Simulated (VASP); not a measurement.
# AsSe2 (P6/mmm) in VASP: a series of runs

AsSe2 is run at these levels: PBE; tasks: single point, relaxation of cell and atoms.

All numbers are computed with VASP 6.6.1; they aren't measurements. Logs are shortened: lines on timing, memory, paths and dates and some standing lists are left out, and cuts for length are marked.

## (1) The cell of the first run

The structure is hexagonal, space group P6/mmm (No. 191). The conventional cell has a = 4.761 Å, b = 4.761 Å, c = 3.149 Å, α = 90.00°, β = 90.00°, γ = 120.00°. Within 4.1 Å of As (site symmetry 6/mmm) lie 2 As at 3.15 Å and 12 Se at 3.17 Å. Within 3.6 Å of Se (site symmetry -6m2) lie 5 Se at 2.75 to 3.15 Å and 6 As at 3.17 Å.

The cell was built from a structure type or drawn by symmetry, and may not be a known phase.

## (2) Single point, PBE

File INCAR:

```
SYSTEM = AsSe2
PREC = Accurate ; ENCUT = 520
EDIFF = 1E-6 ; ISMEAR = 0
SIGMA = 0.1 ; LREAL = .FALSE.
LASPH = .TRUE. ; NELM = 100
ALGO = Normal ; ISIF = 2
LWAVE = .FALSE. ; LCHARG = .FALSE.
GGA = PE ; NBANDS = 16
```

File KPOINTS:

```
regular mesh
0
G
  12 12 14
  0 0 0
```

File POSCAR:

```
AsSe2
1.0
    4.7613202236      0.0000000000      0.0000000000
   -2.3806601118      4.1234242692      0.0000000000
    0.0000000000      0.0000000000      3.1492636671
As Se
1 2
Direct
    0.0000000000      0.0000000000      0.0000000000
    0.3333333333      0.6666666667      0.5000000000
    0.6666666667      0.3333333333      0.5000000000
```

Potentials or basis: VASP PAW PBE potentials, release 64 (As, Se).

Launch:

```
cat potpaw_PBE.64/As/POTCAR potpaw_PBE.64/Se/POTCAR > POTCAR
mpirun -np 1 vasp_std > vasp.out
```

OUTCAR:

```text
SYSTEM = AsSe2
   PREC = Accurate
   ENCUT = 520
   EDIFF = 1E-6
   ISMEAR = 0
   LREAL = .FALSE.
   LASPH = .TRUE.
   NELM = 100
   ISIF = 2
   GGA = PE

 ion  position               nearest neighbor table
   1  0.000  0.000  0.000-
   2  0.333  0.667  0.500-   3 2.75   3 2.75   3 2.75
   3  0.667  0.333  0.500-   2 2.75   2 2.75   2 2.75

  LATTYP: Found a hexagonal cell.
 ALAT       =     4.7613202236
 C/A-ratio  =     0.6614265622

  Lattice vectors:

 A1 = (   4.7613202236,   0.0000000000,   0.0000000000)
 A2 = (  -2.3806601118,   4.1234242692,   0.0000000000)
 A3 = (   0.0000000000,   0.0000000000,   3.1492636671)

Analysis of symmetry for initial positions (statically):
=====================================================================
 Subroutine PRICEL returns:
 Original cell was already a primitive cell.

 Routine SETGRP: Setting up the symmetry group for a
 hexagonal supercell.

 Subroutine GETGRP returns: Found 24 space group operations
 (whereof 24 operations were pure point group operations)
 out of a pool of 24 trial point group operations.

The static configuration has the point symmetry D_6h.

Analysis of symmetry for dynamics (positions and initial velocities):
=====================================================================
 Subroutine PRICEL returns:
 Original cell was already a primitive cell.

 Routine SETGRP: Setting up the symmetry group for a
 hexagonal supercell.

 Subroutine GETGRP returns: Found 24 space group operations
 (whereof 24 operations were pure point group operations)
 out of a pool of 24 trial point group operations.

The dynamic configuration has the point symmetry D_6h.

 Subroutine INISYM returns: Found 24 space group operations
 (whereof 24 operations are pure point group operations),
 and found     1 'primitive' translations

----------------------------------------------------------------------------------------

                                     Primitive cell

  volume of cell :      61.8293

  direct lattice vectors                    reciprocal lattice vectors
     4.761320224  0.000000000  0.000000000     0.210025781  0.121258441  0.000000000
    -2.380660112  4.123424269  0.000000000     0.000000000  0.242516883  0.000000000
     0.000000000  0.000000000  3.149263667     0.000000000  0.000000000  0.317534543

  length of vectors
     4.761320224  4.761320224  3.149263667     0.242516883  0.242516883  0.317534543

  position of ions in fractional coordinates (direct lattice)
     0.000000000  0.000000000  0.000000000
     0.333333333  0.666666667  0.500000000
     0.666666667  0.333333333  0.500000000

  ion indices of the primitive-cell ions
   primitive index   ion index
                 1           1
                 2           2
                 3           3

----------------------------------------------------------------------------------------

 KPOINTS: regular mesh

Automatic generation of k-mesh.
 Grid dimensions read from file:
 generate k-points for:   12   12   14

 Generating k-lattice:

  Cartesian coordinates                     Fractional coordinates (reciprocal lattice)
     0.017502148  0.010104870  0.000000000     0.083333333  0.000000000  0.000000000
     0.000000000  0.020209740  0.000000000     0.000000000  0.083333333  0.000000000
     0.000000000  0.000000000  0.022681039     0.000000000  0.000000000  0.071428571

  Length of vectors
     0.020209740  0.020209740  0.022681039

  Shift w.r.t. Gamma in fractional coordinates (k-lattice)
     0.000000000  0.000000000  0.000000000

 Subroutine IBZKPT returns following result:
 ===========================================

 Found    152 irreducible k-points:

 Following reciprocal coordinates:
            Coordinates               Weight
  0.000000  0.000000  0.000000      1.000000
  0.083333  0.000000  0.000000      6.000000
  0.166667  0.000000  0.000000      6.000000
  0.250000  0.000000  0.000000      6.000000
  0.333333 -0.000000  0.000000      6.000000
  0.416667  0.000000  0.000000      6.000000
[... 16 lines left out ...]
  0.250000  0.000000  0.071429     12.000000
  0.333333 -0.000000  0.071429     12.000000
 [... further k-points ...]
   k-points           NKPTS =    152   k-points in BZ     NKDIM =    152   number of bands    NBANDS=     16
   number of dos      NEDOS =    301   number of ions     NIONS =      3
   total plane-waves  NPLWV =  31104
   dimension x,y,z NGX =    36 NGY =   36 NGZ =   24
   dimension x,y,z NGXF=    72 NGYF=   72 NGZF=   48
   ions per type =               1   2
   NGX,Y,Z   is equivalent  to a cutoff of  12.57, 12.57, 12.67 a.u.
   NGXF,Y,Z  is equivalent  to a cutoff of  25.14, 25.14, 25.34 a.u.
 SYSTEM =  AsSe2
   PREC   = accura    normal or accurate (medium, high low for compatibility)
   ISTART =      0    job   : 0-new  1-cont  2-samecut
   ICHARG =      2    charge: 1-file 2-atom 10-const
   ISPIN  =      1    spin polarized calculation?
   LNONCOLLINEAR =      F non collinear calculations
   LSORBIT =      F    spin-orbit coupling
   LASPH  =      T    aspherical Exc in radial PAW
   ENCUT  =  520.0 eV  38.22 Ry    6.18 a.u.   8.85  8.85  5.86*2*pi/ulx,y,z
   NELM   =    100;   NELMIN=  2; NELMDL= -5     # of ELM steps
   EDIFF  = 0.1E-05   stopping-criterion for ELM
   LREAL  =      F    real-space projection
   EDIFFG = 0.1E-04   stopping-criterion for IOM
   NSW    =      0    number of steps for IOM
   IBRION =     -1    ionic relax: 0-MD 1-quasi-New 2-CG
   NFREE  =      0    steps in history (QN), initial steepest desc. (CG)
   ISIF   =      2    stress and relaxation
   ISYM   =      2    0-nonsym 1-usesym 2-fastsym
   POTIM  = 0.5000    time-step for ionic-motion
   TEBEG  =    0.0;   TEEND  =   0.0 temperature during run
   PSTRESS=    0.0 pullay stress
   NELECT =      17.0000    total number of electrons
   NUPDOWN=      -1.0000    fix difference up-down
   EMIN   =  10.00;   EMAX   =-10.00  energy-range for DOS
   EFERMI =   0.00;   METHOD = LEGACY
   ISMEAR =     0;   SIGMA  =   0.10  broadening in eV -4-tet -1-fermi 0-gaus
   EFERMI_NEDOS =   21; number of points for ismear=-14 and -15
   IALGO  =     38    algorithm
   IMIX   =      4    mixing-type and parameters
     AMIX     =   0.40;   BMIX     =  1.00
     AMIX_MAG =   1.60;   BMIX_MAG =  1.00
  volume/ion in A,a.u.               =      20.61       139.08
  Fermi-wavevector in a.u.,A,eV,Ry     =   1.064534  2.011678 15.418575  1.133233
  Thomas-Fermi vector in A             =   2.200056
   LORBIT       =      0    0 simple, 1 ext, 2 COOP (PROOUT), +10 PAW based schemes
   GGA     = PE    functional components
   LHFCALC =     F    Hartree Fock is set to
   AEXX    =    0.0000 exact exchange contribution
   IVDW    =     0    specifies the selected vdW correction
   LEPSILON=     F    determine dielectric tensor
   LRPA    =     F    only Hartree local field effects (RPA)
 non-spin polarized calculation
 Gauss-broadening in eV      SIGMA  =   0.10
  energy-cutoff  :      520.00
  volume of cell :       61.83
 maximum number of plane-waves:      1686
 NGX is ok and might be reduce to    36
   NGX = 17   NGY = 17   NGZ = 11

 number of electron      17.0000001 magnetization

 Free energy of the ion-electron system (eV)
  ---------------------------------------------------
  ext. energy  EPLUGINS =         0.00000000
  ---------------------------------------------------
  free energy    TOTEN  =        -9.83306209 eV

  energy without entropy =       -9.82466790  energy(sigma->0) =       -9.82886499

 E-fermi :   5.5298     XC(G=0): -10.4799

 val. band max:        5.5290344624   @ k =   0.4167   0.0000   0.1429
 cond. band min:       5.5496899612   @ k =   0.4167   0.1667   0.4286
 fundamental gap:      0.0206554989
 Fermi energy:         5.5298089776

 k-point     1 :       0.0000    0.0000    0.0000
  band No.  band energies     occupation
      1     -10.4124      2.00000
      2      -6.0507      2.00000
      3      -4.3534      2.00000
      4       0.3837      2.00000
      5       0.3837      2.00000
      6       1.6405      2.00000
[... 8 lines left out ...]
     15      17.0257      0.00000
     16      17.3330      0.00000

 k-point     2 :       0.0833    0.0000    0.0000
  band No.  band energies     occupation
      1     -10.3625      2.00000
      2      -6.1562      2.00000
      3      -4.4412      2.00000
      4       0.1488      2.00000
      5       0.3148      2.00000
      6       1.9744      2.00000
[... 8 lines left out ...]
     15      17.0414      0.00000
     16      17.3309      0.00000

 k-point     3 :       0.1667    0.0000    0.0000
  band No.  band energies     occupation
      1     -10.2143      2.00000
      2      -6.4489      2.00000
      3      -4.6794      2.00000
      4      -0.2505      2.00000
      5       0.4260      2.00000
      6       2.6685      2.00000
[... 8 lines left out ...]
     15      16.6149      0.00000
     16      17.0724      0.00000

 k-point     4 :       0.2500    0.0000    0.0000
  band No.  band energies     occupation
      1      -9.9727      2.00000
      2      -6.8793      2.00000
      3      -4.9806      2.00000
      4      -0.6062      2.00000
      5       0.8703      2.00000
      6       3.5071      2.00000
[... 8 lines left out ...]
     15      16.0535      0.00000
     16      16.6846      0.00000
[... 324 lines left out ...]
 k-point    22 :       0.1667    0.0000    0.0714
  band No.  band energies     occupation
      1     -10.1607      2.00000
      2      -6.4057      2.00000
      3      -4.6496      2.00000
      4      -0.1955      2.00000
      5       0.4686      2.00000
      6       2.7257      2.00000
[... 8 lines left out ...]
     15      15.7433      0.00000
     16      16.9296      0.00000

 k-point    23 :       0.2500    0.0000    0.0714
  band No.  band energies     occupation
      1      -9.9200      2.00000
      2      -6.8349      2.00000
      3      -4.9416      2.00000
      4      -0.5486      2.00000
      5       0.8977      2.00000
      6       3.5567      2.00000
[... 8 lines left out ...]
     15      15.3912      0.00000
     16      16.4955      0.00000

 k-point    24 :       0.3333   -0.0000    0.0714
  band No.  band energies     occupation
      1      -9.5991      2.00000
      2      -7.3412      2.00000
      3      -5.1977      2.00000
      4      -0.8130      2.00000
      5       1.5887      2.00000
      6       4.4694      2.00000
[... 8 lines left out ...]
     15      14.9189      0.00000
     16      16.1029      0.00000

 [... further k-points ...]
[... 5 lines left out ...]
  --------------------------------------------------------------------------------------
  -------------------------------------------------------------------------------------
  Total        0.0046125      0.0046125     -0.0020906      0.0000000     -0.0000000      0.0000000
  in kB        0.1195245      0.1195245     -0.0541728      0.0000000     -0.0000000      0.0000000
  external PRESSURE =       0.0616254 kB  Pullay stress =       0.0000000 kB

 VOLUME and BASIS-vectors are now :
 -----------------------------------------------------------------------------
  energy-cutoff  :      520.00
  volume of cell :       61.83
      direct lattice vectors                 reciprocal lattice vectors
     4.761320224  0.000000000  0.000000000     0.210025781  0.121258441  0.000000000
    -2.380660112  4.123424269  0.000000000     0.000000000  0.242516883  0.000000000
     0.000000000  0.000000000  3.149263667     0.000000000  0.000000000  0.317534543

 POSITION                                       TOTAL-FORCE (eV/Angst)
 -----------------------------------------------------------------------------------
      0.00000      0.00000      0.00000         0.000000      0.000000      0.000000
     -0.00000      2.74895      1.57463         0.000000      0.000000     -0.000000
      2.38066      1.37447      1.57463        -0.000000      0.000000      0.000000
 -----------------------------------------------------------------------------------
    total drift:                                0.000000      0.000000     -0.000000

  FREE ENERGIE OF THE ION-ELECTRON SYSTEM (eV)
  ---------------------------------------------------
  free  energy   TOTEN  =        -9.8330620877 eV

  energy  without entropy=       -9.8246679006  energy(sigma->0) =       -9.82886499
```

Wall time 33 s (1 thread of Intel Xeon 6975P-C (Granite Rapids), shared host); peak memory 0.28 GiB.

Results:

```
Free energy            : -9.8331 eV
Pressure               : 0.0 GPa
Band gap on the k mesh : zero (an odd number of electrons rules out a gap without spin polarisation)
```

## (3) Relaxation of cell and atoms, PBE

This run uses another cell than the first one, of 20.84 Å³/atom.

File INCAR:

```
SYSTEM = AsSe2
PREC     = Accurate       ! precision mode
ENCUT    = 600            ! plane-wave cutoff, eV
EDIFF    = 1E-7           ! SCF threshold, eV
ISMEAR   = 0              ! smearing method
SIGMA    = 0.1            ! smearing width, eV
LREAL    = .FALSE.        ! projectors in reciprocal space
LASPH    = .TRUE.         ! aspherical terms in the spheres
NELM     = 100            ! most SCF steps
ALGO     = Normal         ! electronic algorithm
ISIF     = 3              ! what is computed and relaxed
LWAVE    = .FALSE.        ! write WAVECAR
LCHARG   = .FALSE.        ! write CHGCAR
GGA      = PE             ! functional
IBRION   = 2              ! ionic algorithm
NSW      = 100            ! ionic steps
EDIFFG   = -0.01          ! ionic threshold
```

File KPOINTS:

```
Automatic mesh
0
G
  12 12 14
  0 0 0
```

File POSCAR:

```
AsSe2
1.0
    4.7073235966      0.0000000000      0.0000000000
   -2.3536617983      4.0766618185      0.0000000000
    0.0000000000      0.0000000000      3.2586715262
As Se
1 2
Direct
    0.0000000000      0.0000000000      0.0000000000
    0.3333333333      0.6666666667      0.5000000000
    0.6666666667      0.3333333333      0.5000000000
```

Potentials or basis: VASP PAW PBE potentials, release 64 (As, Se).

Launch:

```
cat potpaw_PBE.64/As/POTCAR potpaw_PBE.64/Se/POTCAR > POTCAR
mpirun -np 1 vasp_std > vasp.out
```

It took 3.9 min on 1 thread of Intel Xeon 6975P-C (Granite Rapids), shared host; peak memory 0.32 GiB.

Results (log left out):

| Property | Result |
| --- | --- |
| Free energy | -9.8332 eV |
| Relaxed volume | 20.60 Å³/atom |
| Relaxed cell | a = 4.761 Å, b = 4.761 Å, c = 3.148 Å, α = 90.00°, β = 90.00°, γ = 120.00° |
| Space group after relaxing (to 0.1 Å) | P6/mmm (No. 191) |
| Energy gained by relaxing | 1.5 meV/atom |
| Ionic steps | 8 |
| Pressure after relaxing | 0.0 GPa |

Step by step:
| step | energy change (eV) | largest force (eV/Å) | pressure (GPa) | volume (Å³) |
| --- | --- | --- | --- | --- |
| 1 | 0.0000 | 0.0000 | 0.04 | 62.53 |
| 2 | -0.0011 | 0.0000 | -0.11 | 62.58 |
| 3 | -0.0022 | 0.0000 | -0.46 | 62.69 |
| 4 | -0.0031 | 0.0000 | -0.26 | 62.44 |
| 5 | -0.0039 | 0.0000 | 0.09 | 62.02 |
| 6 | -0.0039 | 0.0000 | 0.19 | 61.89 |
| 7 | -0.0042 | 0.0000 | 0.15 | 61.86 |
| 8 | -0.0045 | 0.0000 | 0.04 | 61.79 |

Final structure:
```xyz
3
Lattice="4.7610 0.0000 0.0000 -2.3805 4.1232 0.0000 0.0000 0.0000 3.1477" Properties=species:S:1:pos:R:3 pbc="T T T"
As    0.0000    0.0000    0.0000
Se    0.0000    2.7488    1.5738
Se    2.3805    1.3744    1.5738
```

Levels at points of the mesh, in eV from the Fermi level:
```tsv
k point	band 5	band 6	band 7	band 8	band 9	band 10	band 11	band 12
(0.00, 0.00, 0.00)	-5.15	-3.89	-3.89	-1.09	2.20	3.89	4.08	4.08
(0.50, 0.00, 0.00)	-2.35	-1.48	0.16	0.80	0.81	0.89	1.36	2.91
(0.00, 0.00, 0.50)	-4.03	-4.03	-2.73	-2.47	-0.65	-0.65	-0.55	-0.55
(0.50, 0.00, 0.50)	-5.26	-4.82	-3.78	-1.16	0.27	0.61	1.88	2.21
```

Caveat: the highest band is partly filled, so the run has too few bands.
